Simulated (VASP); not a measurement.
# TaN: electric field gradients with PBE

TaN:

```
Ta N
1.0
     2.93994    0.00000    0.00000
    -1.46997    2.54606    0.00000
     0.00000    0.00000    2.89018
Ta N
1 1
Direct
  0.00000 0.00000 0.50000
  0.66667 0.33333 0.00000
```

| Item | Value |
| --- | --- |
| Program | VASP 6.6.1 |
| Task | electric field gradients |
| Functional | PBE |
| Potentials or basis | VASP PAW PBE potentials, release 64 (Ta_sv_GW, N) |
| Cutoff | 520 eV |
| k mesh | 13 × 13 × 11 |
| Occupations | fermi-dirac, width 0.05 eV |
| Spin | no spin polarisation |
| Dipole correction | no |
| Second run | valence_matched |
| Further INCAR settings | ALGO = Normal; EDIFF = 1e-08; NBANDS = 16 |

```
Pressure               : 3.0 GPa
Band gap on the k mesh : zero (band 9 reaches 12.51 eV, above the bottom of band 10 at 12.33 eV)
```

Levels at points of the mesh, in eV from the Fermi level:
```tsv
k point	band 5	band 6	band 7	band 8	band 9	band 10	band 11	band 12	band 13	band 14
(0.00, 0.00, 0.00)	-17.75	-4.55	-4.55	-4.21	-2.96	2.16	3.53	3.53	3.97	3.97
```

Electric field gradients, principal values (V/Å²):
```tsv
atom	least	middle	greatest (by size)
1 Ta	-17.995	-17.995	35.990
2 N	-0.455	-0.457	0.911
```

Run time: 17 s on 1 thread of Intel(R) Xeon(R) 6975P-C (Granite Rapids), on a shared host, peak memory 0.18 GiB.

Caveat: without QUAD_EFG the Cq values of the log hold for a quadrupole moment of 1 mb, not for the nuclei; spin-orbit coupling is left out, which moves the levels of the heavy elements.
